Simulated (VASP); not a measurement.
# Sc4BP3 (P4/mmm) in VASP: further runs

Runs on Sc4BP3. Level: PBE. Tasks: single point.

Everything below comes from runs of VASP 6.6.1. Logs are shortened: lines on timing, memory, paths and dates and some standing lists are left out, and cuts for length are marked.

**1. The cell of the first run**

Symmetry: P4/mmm, No. 123, tetragonal system. The conventional cell has a = 3.707 Å, b = 3.707 Å, c = 10.413 Å, α = 90.00°, β = 90.00°, γ = 90.00°. Within 3.3 Å of Sc (site symmetry 4mm) lie 1 B at 2.52 Å and 5 P at 2.62 to 2.68 Å. Within 3.4 Å of Sc (site symmetry 4/mmm) lie 2 P at 2.59 Å and 4 B at 2.62 Å. Sc (site symmetry 4/mmm) has 6 P at 2.62 Å within 3.5 Å. B (site symmetry 4/mmm) has 6 Sc at 2.52 to 2.62 Å within 3.3 Å. P (site symmetry 4/mmm) has 6 Sc at 2.62 to 2.68 Å within 3.5 Å. Within 3.4 Å of P (site symmetry 4mm) lie 6 Sc at 2.59 to 2.62 Å.

**2. Single point, PBE**

INCAR

```
SYSTEM = Sc4BP3
PREC     = Accurate       ! precision mode
ENCUT    = 520            ! plane-wave cutoff, eV
EDIFF    = 1E-6           ! SCF threshold, eV
ISMEAR   = 0              ! smearing method
SIGMA    = 0.2            ! smearing width, eV
LREAL    = .False.        ! projectors in reciprocal space
LASPH    = .True.         ! aspherical terms in the spheres
NELM     = 60             ! most SCF steps
ALGO     = Normal         ! electronic algorithm
ISIF     = 2              ! what is computed and relaxed
LWAVE    = .False.        ! write WAVECAR
LCHARG   = .True.         ! write CHGCAR
GGA      = PE             ! functional
LELF     = .True.         ! ELF
LVHAR    = .True.       
NBANDS   = 41             ! bands
```

KPOINTS

```
Automatic mesh
0
Gamma
  5 5 2
  0 0 0
```

POSCAR

```
Sc4BP3
1.0
    3.7072689099      0.0000000000      0.0000000000
    0.0000000000      3.7072689099      0.0000000000
    0.0000000000      0.0000000000     10.4129891048
Sc B P
4 1 3
Direct
    0.0000000000      0.0000000000      0.7575603909
    0.0000000000      0.0000000000      0.2424396091
    0.5000000000      0.5000000000      0.0000000000
    0.5000000000      0.5000000000      0.5000000000
    0.0000000000      0.0000000000      0.0000000000
    0.0000000000      0.0000000000      0.5000000000
    0.5000000000      0.5000000000      0.7515814965
    0.5000000000      0.5000000000      0.2484185035
```

Potentials or basis: VASP PAW PBE potentials, release 64 (Sc_sv, B, P).

The run is started by

```bash
> cat potpaw_PBE.64/Sc_sv/POTCAR potpaw_PBE.64/B/POTCAR potpaw_PBE.64/P/POTCAR > POTCAR
> mpirun -np 1 vasp_std > vasp.out
```

OUTCAR:

```text
SYSTEM = Sc4BP3
   PREC = Accurate
   ENCUT = 520
   EDIFF = 1E-6
   ISMEAR = 0
   LREAL = .False.
   LASPH = .True.
   NELM = 60
   ISIF = 2
   GGA = PE

 ion  position               nearest neighbor table
   1  0.000  0.000  0.758-   5 2.52   7 2.62   7 2.62   7 2.62   7 2.62   6 2.68
   2  0.000  0.000  0.242-   5 2.52   8 2.62   8 2.62   8 2.62   8 2.62   6 2.68
   3  0.500  0.500  0.000-   7 2.59   8 2.59   5 2.62   5 2.62   5 2.62   5 2.62
   4  0.500  0.500  0.500-   7 2.62   8 2.62   6 2.62   6 2.62   6 2.62   6 2.62
   5  0.000  0.000  0.000-   1 2.52   2 2.52   3 2.62   3 2.62   3 2.62   3 2.62
   6  0.000  0.000  0.500-   4 2.62   4 2.62   4 2.62   4 2.62   1 2.68   2 2.68
   7  0.500  0.500  0.752-   3 2.59   4 2.62   1 2.62   1 2.62   1 2.62   1 2.62
   8  0.500  0.500  0.248-   3 2.59   4 2.62   2 2.62   2 2.62   2 2.62   2 2.62

  LATTYP: Found a simple tetragonal cell.
 ALAT       =     3.7072689099
 C/A-ratio  =     2.8088032883

  Lattice vectors:

 A1 = (   3.7072689099,   0.0000000000,   0.0000000000)
 A2 = (   0.0000000000,   3.7072689099,   0.0000000000)
 A3 = (   0.0000000000,   0.0000000000,  10.4129891048)

Analysis of symmetry for initial positions (statically):
=====================================================================
 Subroutine PRICEL returns:
 Original cell was already a primitive cell.

 Routine SETGRP: Setting up the symmetry group for a
 simple tetragonal supercell.

 Subroutine GETGRP returns: Found 16 space group operations
 (whereof 16 operations were pure point group operations)
 out of a pool of 16 trial point group operations.

The static configuration has the point symmetry D_4h.

Analysis of symmetry for dynamics (positions and initial velocities):
=====================================================================
 Subroutine PRICEL returns:
 Original cell was already a primitive cell.

 Routine SETGRP: Setting up the symmetry group for a
 simple tetragonal supercell.

 Subroutine GETGRP returns: Found 16 space group operations
 (whereof 16 operations were pure point group operations)
 out of a pool of 16 trial point group operations.

The dynamic configuration has the point symmetry D_4h.

 Subroutine INISYM returns: Found 16 space group operations
 (whereof 16 operations are pure point group operations),
 and found     1 'primitive' translations

----------------------------------------------------------------------------------------

                                     Primitive cell

  volume of cell :     143.1145

  direct lattice vectors                    reciprocal lattice vectors
     3.707268910  0.000000000  0.000000000     0.269740346  0.000000000  0.000000000
     0.000000000  3.707268910  0.000000000     0.000000000  0.269740346  0.000000000
     0.000000000  0.000000000 10.412989105     0.000000000  0.000000000  0.096033904

  length of vectors
     3.707268910  3.707268910 10.412989105     0.269740346  0.269740346  0.096033904

  position of ions in fractional coordinates (direct lattice)
     0.000000000  0.000000000  0.757560391
     0.000000000  0.000000000  0.242439609
     0.500000000  0.500000000  0.000000000
     0.500000000  0.500000000  0.500000000
     0.000000000  0.000000000  0.000000000
     0.000000000  0.000000000  0.500000000
     0.500000000  0.500000000  0.751581497
     0.500000000  0.500000000  0.248418503

  ion indices of the primitive-cell ions
   primitive index   ion index
                 1           1
                 2           2
                 3           3
                 4           4
                 5           5
                 6           6
                 7           7
                 8           8

----------------------------------------------------------------------------------------

 KPOINTS: Automatic mesh

Automatic generation of k-mesh.
 Grid dimensions read from file:
 generate k-points for:    5    5    2

 Generating k-lattice:

  Cartesian coordinates                     Fractional coordinates (reciprocal lattice)
     0.053948069  0.000000000  0.000000000     0.200000000  0.000000000  0.000000000
     0.000000000  0.053948069  0.000000000     0.000000000  0.200000000  0.000000000
     0.000000000  0.000000000  0.048016952     0.000000000  0.000000000  0.500000000

  Length of vectors
     0.053948069  0.053948069  0.048016952

  Shift w.r.t. Gamma in fractional coordinates (k-lattice)
     0.000000000  0.000000000  0.000000000

 Subroutine IBZKPT returns following result:
 ===========================================

 Found     12 irreducible k-points:

 Following reciprocal coordinates:
            Coordinates               Weight
  0.000000  0.000000  0.000000      1.000000
  0.200000  0.000000  0.000000      4.000000
  0.400000  0.000000  0.000000      4.000000
  0.200000  0.200000  0.000000      4.000000
  0.400000  0.200000  0.000000      8.000000
  0.400000  0.400000  0.000000      4.000000
  0.000000  0.000000  0.500000      1.000000
  0.200000  0.000000  0.500000      4.000000
  0.400000  0.000000  0.500000      4.000000
  0.200000  0.200000  0.500000      4.000000
  0.400000  0.200000  0.500000      8.000000
  0.400000  0.400000  0.500000      4.000000
   k-points           NKPTS =     12   k-points in BZ     NKDIM =     12   number of bands    NBANDS=     41
   number of dos      NEDOS =    301   number of ions     NIONS =      8
   total plane-waves  NPLWV =  62720
   dimension x,y,z NGX =    28 NGY =   28 NGZ =   80
   dimension x,y,z NGXF=    56 NGYF=   56 NGZF=  160
   ions per type =               4   1   3
   NGX,Y,Z   is equivalent  to a cutoff of  12.56, 12.56, 12.77 a.u.
   NGXF,Y,Z  is equivalent  to a cutoff of  25.11, 25.11, 25.54 a.u.
 SYSTEM =  Sc4BP3
   PREC   = accura    normal or accurate (medium, high low for compatibility)
   ISTART =      0    job   : 0-new  1-cont  2-samecut
   ICHARG =      2    charge: 1-file 2-atom 10-const
   ISPIN  =      1    spin polarized calculation?
   LNONCOLLINEAR =      F non collinear calculations
   LSORBIT =      F    spin-orbit coupling
   LASPH  =      T    aspherical Exc in radial PAW
   ENCUT  =  520.0 eV  38.22 Ry    6.18 a.u.   6.89  6.89 19.36*2*pi/ulx,y,z
   NELM   =     60;   NELMIN=  2; NELMDL= -5     # of ELM steps
   EDIFF  = 0.1E-05   stopping-criterion for ELM
   LREAL  =      F    real-space projection
   EDIFFG = 0.1E-04   stopping-criterion for IOM
   NSW    =      0    number of steps for IOM
   IBRION =     -1    ionic relax: 0-MD 1-quasi-New 2-CG
   NFREE  =      0    steps in history (QN), initial steepest desc. (CG)
   ISIF   =      2    stress and relaxation
   ISYM   =      2    0-nonsym 1-usesym 2-fastsym
   POTIM  = 0.5000    time-step for ionic-motion
   TEBEG  =    0.0;   TEEND  =   0.0 temperature during run
   PSTRESS=    0.0 pullay stress
   NELECT =      62.0000    total number of electrons
   NUPDOWN=      -1.0000    fix difference up-down
   EMIN   =  10.00;   EMAX   =-10.00  energy-range for DOS
   EFERMI =   0.00;   METHOD = LEGACY
   ISMEAR =     0;   SIGMA  =   0.20  broadening in eV -4-tet -1-fermi 0-gaus
   EFERMI_NEDOS =   21; number of points for ismear=-14 and -15
   IALGO  =     38    algorithm
   IMIX   =      4    mixing-type and parameters
     AMIX     =   0.40;   BMIX     =  1.00
     AMIX_MAG =   1.60;   BMIX_MAG =  1.00
  volume/ion in A,a.u.               =      17.89       120.72
  Fermi-wavevector in a.u.,A,eV,Ry     =   1.238732  2.340865 20.877571  1.534458
  Thomas-Fermi vector in A             =   2.373245
   LORBIT       =      0    0 simple, 1 ext, 2 COOP (PROOUT), +10 PAW based schemes
   GGA     = PE    functional components
   LHFCALC =     F    Hartree Fock is set to
   AEXX    =    0.0000 exact exchange contribution
   IVDW    =     0    specifies the selected vdW correction
   LEPSILON=     F    determine dielectric tensor
   LRPA    =     F    only Hartree local field effects (RPA)
 non-spin polarized calculation
 Gauss-broadening in eV      SIGMA  =   0.20
  energy-cutoff  :      520.00
  volume of cell :      143.11
 maximum number of plane-waves:      3879
 NGX is ok and might be reduce to    28
   NGX = 13   NGY = 13   NGZ = 39

 number of electron      62.0000010 magnetization

 Free energy of the ion-electron system (eV)
  ---------------------------------------------------
  ext. energy  EPLUGINS =         0.00000000
  ---------------------------------------------------
  free energy    TOTEN  =       -56.02337083 eV

  energy without entropy =      -55.90687110  energy(sigma->0) =      -55.96512097

 E-fermi :   4.9056     XC(G=0): -10.5428

 val. band max:        4.8872525982   @ k =   0.0000   0.0000   0.5000
 cond. band min:       4.9080829547   @ k =   0.4000   0.0000   0.5000
 fundamental gap:      0.0208303565
 Fermi energy:         4.9055916478

 k-point     1 :       0.0000    0.0000    0.0000
  band No.  band energies     occupation
      1     -43.9393      2.00000
      2     -43.8736      2.00000
      3     -43.8734      2.00000
      4     -43.7854      2.00000
      5     -22.6288      2.00000
      6     -22.5726      2.00000
[... 33 lines left out ...]
     40       6.9518      0.00000
     41       7.1224      0.00000

 k-point     2 :       0.2000    0.0000    0.0000
  band No.  band energies     occupation
      1     -43.9376      2.00000
      2     -43.8719      2.00000
      3     -43.8718      2.00000
      4     -43.7843      2.00000
      5     -22.6282      2.00000
      6     -22.6040      2.00000
[... 33 lines left out ...]
     40       7.9451      0.00000
     41       7.9642      0.00000

 k-point     3 :       0.4000    0.0000    0.0000
  band No.  band energies     occupation
      1     -43.9347      2.00000
      2     -43.8692      2.00000
      3     -43.8692      2.00000
      4     -43.7825      2.00000
      5     -22.6514      2.00000
      6     -22.6467      2.00000
[... 33 lines left out ...]
     40       8.3499      0.00000
     41       8.4776      0.00000

 k-point     4 :       0.2000    0.2000    0.0000
  band No.  band energies     occupation
      1     -43.9359      2.00000
      2     -43.8703      2.00000
      3     -43.8702      2.00000
      4     -43.7831      2.00000
      5     -22.6258      2.00000
      6     -22.6011      2.00000
[... 297 lines left out ...]
     40       8.3145      0.00000
     41       8.4026      0.00000

 k-point    11 :       0.4000    0.2000    0.5000
  band No.  band energies     occupation
      1     -43.9332      2.00000
      2     -43.8677      2.00000
      3     -43.8677      2.00000
      4     -43.7811      2.00000
      5     -22.6438      2.00000
      6     -22.6311      2.00000
[... 33 lines left out ...]
     40       8.4012      0.00000
     41       8.6718      0.00000

 k-point    12 :       0.4000    0.4000    0.5000
  band No.  band energies     occupation
      1     -43.9308      2.00000
      2     -43.8653      2.00000
      3     -43.8653      2.00000
      4     -43.7790      2.00000
      5     -22.6361      2.00000
      6     -22.6345      2.00000
[... 33 lines left out ...]
     40       8.5954      0.00000
     41       8.7719      0.00000

------------------------ aborting loop because EDIFF is reached ----------------------------------------

  FORCE on cell =-STRESS in cart. coord.  units (eV):
  Direction    XX          YY          ZZ          XY          YZ          ZX
  --------------------------------------------------------------------------------------
  -------------------------------------------------------------------------------------
  Total        0.0516531      0.0516531      0.3148395      0.0000000      0.0000000     -0.0000000
  in kB        0.5782601      0.5782601      3.5246517      0.0000000      0.0000000     -0.0000000
  external PRESSURE =       1.5603906 kB  Pullay stress =       0.0000000 kB

 VOLUME and BASIS-vectors are now :
 -----------------------------------------------------------------------------
  energy-cutoff  :      520.00
  volume of cell :      143.11
      direct lattice vectors                 reciprocal lattice vectors
     3.707268910  0.000000000  0.000000000     0.269740346  0.000000000  0.000000000
     0.000000000  3.707268910  0.000000000     0.000000000  0.269740346  0.000000000
     0.000000000  0.000000000 10.412989105     0.000000000  0.000000000  0.096033904

 POSITION                                       TOTAL-FORCE (eV/Angst)
 -----------------------------------------------------------------------------------
      0.00000      0.00000      7.88847        -0.000000      0.000000     -0.006862
      0.00000      0.00000      2.52452        -0.000000      0.000000      0.006862
      1.85363      1.85363      0.00000        -0.000000      0.000000      0.000000
      1.85363      1.85363      5.20649        -0.000000      0.000000      0.000000
      0.00000      0.00000      0.00000        -0.000000      0.000000      0.000000
      0.00000      0.00000      5.20649        -0.000000      0.000000      0.000000
      1.85363      1.85363      7.82621        -0.000000     -0.000000     -0.003907
      1.85363      1.85363      2.58678         0.000000     -0.000000      0.003907
 -----------------------------------------------------------------------------------
    total drift:                                0.000000      0.000000      0.000000

  FREE ENERGIE OF THE ION-ELECTRON SYSTEM (eV)
  ---------------------------------------------------
  free  energy   TOTEN  =       -56.0233708312 eV

  energy  without entropy=      -55.9068710989  energy(sigma->0) =      -55.96512097
```

Run time: 46 s. Hardware: 1 thread of AMD EPYC 9R45 (Zen 5), shared host; peak memory 0.22 GiB.

What came out:

```yaml
Free_energy: -56.0234 eV
Pressure: 0.2 GPa
Largest_force: 0.007 eV/Å
Band_gap_on_the_k_mesh: zero (bands 31 and 32 overlap by 0.69 eV)
```

Forces in eV/Å, atoms in the order of the input:
```
Sc   0.000  0.000 -0.007
Sc   0.000  0.000  0.007
Sc   0.000  0.000  0.000
Sc   0.000  0.000  0.000
B    0.000  0.000  0.000
P    0.000  0.000  0.000
P    0.000  0.000 -0.004
P    0.000  0.000  0.004
```

**3. Single point, PBE**

INCAR

```
  ALGO = Normal
  EDIFF = 1E-7
  ENCUT = 520
  GGA = PE
  ISIF = 2
  ISMEAR = 0
  LASPH = True
  LCHARG = False
  LREAL = False
  LWAVE = False
  NBANDS = 41
  NELM = 60
  PREC = Accurate
  SIGMA = 0.2
```

KPOINTS

```
k-points
0
Gamma
  6 6 2
```

POSCAR

```
Sc4BP3
1.0
    3.7035299537      0.0000000000      0.0000000000
    0.0000000000      3.7035299537      0.0000000000
    0.0000000000      0.0000000000     10.4310534760
Sc B P
4 1 3
Direct
    0.0000000000      0.0000000000      0.7566226304
    0.0000000000      0.0000000000      0.2433773696
    0.5000000000      0.5000000000      0.0000000000
    0.5000000000      0.5000000000      0.5000000000
    0.0000000000      0.0000000000      0.0000000000
    0.0000000000      0.0000000000      0.5000000000
    0.5000000000      0.5000000000      0.7524775583
    0.5000000000      0.5000000000      0.2475224417
```

Potentials or basis: VASP PAW PBE potentials, release 64 (Sc_sv, B, P).

The run is started by

```bash
> cat potpaw_PBE.64/Sc_sv/POTCAR potpaw_PBE.64/B/POTCAR potpaw_PBE.64/P/POTCAR > POTCAR
> mpirun -np 1 vasp_std > vasp.out
```

OUTCAR:

```text
EDIFF = 1E-7
   ENCUT = 520
   GGA = PE
   ISIF = 2
   ISMEAR = 0
   LASPH = True
   LREAL = False
   NELM = 60
   PREC = Accurate

 ion  position               nearest neighbor table
   1  0.000  0.000  0.757-   5 2.54   7 2.62   7 2.62   7 2.62   7 2.62   6 2.68
   2  0.000  0.000  0.243-   5 2.54   8 2.62   8 2.62   8 2.62   8 2.62   6 2.68
   3  0.500  0.500  0.000-   7 2.58   8 2.58   5 2.62   5 2.62   5 2.62   5 2.62
[... 1091 lines left out ...]
  Total        0.1360254      0.1360254      0.3316110      0.0000000      0.0000000      0.0000000
  in kB        1.5232485      1.5232485      3.7134675      0.0000000      0.0000000      0.0000000
  external PRESSURE =       2.2533215 kB  Pullay stress =       0.0000000 kB

 VOLUME and BASIS-vectors are now :
 -----------------------------------------------------------------------------
  energy-cutoff  :      520.00
  volume of cell :      143.07
      direct lattice vectors                 reciprocal lattice vectors
     3.703529954  0.000000000  0.000000000     0.270012667  0.000000000  0.000000000
     0.000000000  3.703529954  0.000000000     0.000000000  0.270012667  0.000000000
     0.000000000  0.000000000 10.431053476     0.000000000  0.000000000  0.095867594

 POSITION                                       TOTAL-FORCE (eV/Angst)
 -----------------------------------------------------------------------------------
      0.00000      0.00000      7.89237         0.000000      0.000000      0.029560
      0.00000      0.00000      2.53868         0.000000      0.000000     -0.029560
      1.85176      1.85176      0.00000         0.000000      0.000000      0.000000
      1.85176      1.85176      5.21553         0.000000      0.000000      0.000000
      0.00000      0.00000      0.00000         0.000000      0.000000      0.000000
      0.00000      0.00000      5.21553         0.000000      0.000000      0.000000
      1.85176      1.85176      7.84913        -0.000000     -0.000000     -0.053348
      1.85176      1.85176      2.58192         0.000000     -0.000000      0.053348
 -----------------------------------------------------------------------------------
    total drift:                                0.000000      0.000000      0.000000

  FREE ENERGIE OF THE ION-ELECTRON SYSTEM (eV)
  ---------------------------------------------------
  free  energy   TOTEN  =       -56.0585455903 eV

  energy  without entropy=      -55.9569784595  energy(sigma->0) =      -56.00776202
```

stdout:

```text
POSCAR found type information on POSCAR ScB P
 POSCAR found :  3 types and       8 ions
 scaLAPACK will be used
 LDA part: xc-table for (Slater+PW92), standard interpolation
 POSCAR, INCAR and KPOINTS ok, starting setup
 FFT: planning ... GRIDC
 FFT: planning ... GRID_SOFT
 FFT: planning ... GRID
 WAVECAR not read
 entering main loop
```

Run time: 79 s. Hardware: 1 thread of AMD EPYC 9R45 (Zen 5), shared host; peak memory 0.26 GiB.

What came out:

- Free energy: -56.0585 eV
- Pressure: 0.2 GPa
- Largest force: 0.053 eV/Å
- Band gap on the k mesh: zero (bands 31 and 32 overlap by 0.79 eV)

Forces in eV/Å, atoms in the order of the input:
```
Sc   0.000  0.000  0.030
Sc   0.000  0.000 -0.030
Sc   0.000  0.000  0.000
Sc   0.000  0.000  0.000
B    0.000  0.000  0.000
P    0.000  0.000  0.000
P    0.000  0.000 -0.053
P    0.000  0.000  0.053
```

Stress tensor (GPa, compression positive):
```
0.15 0.00 0.00
0.00 0.15 0.00
0.00 0.00 0.37
```

The gap in the log of VASP goes by the Fermi energy; the results here count the filled bands.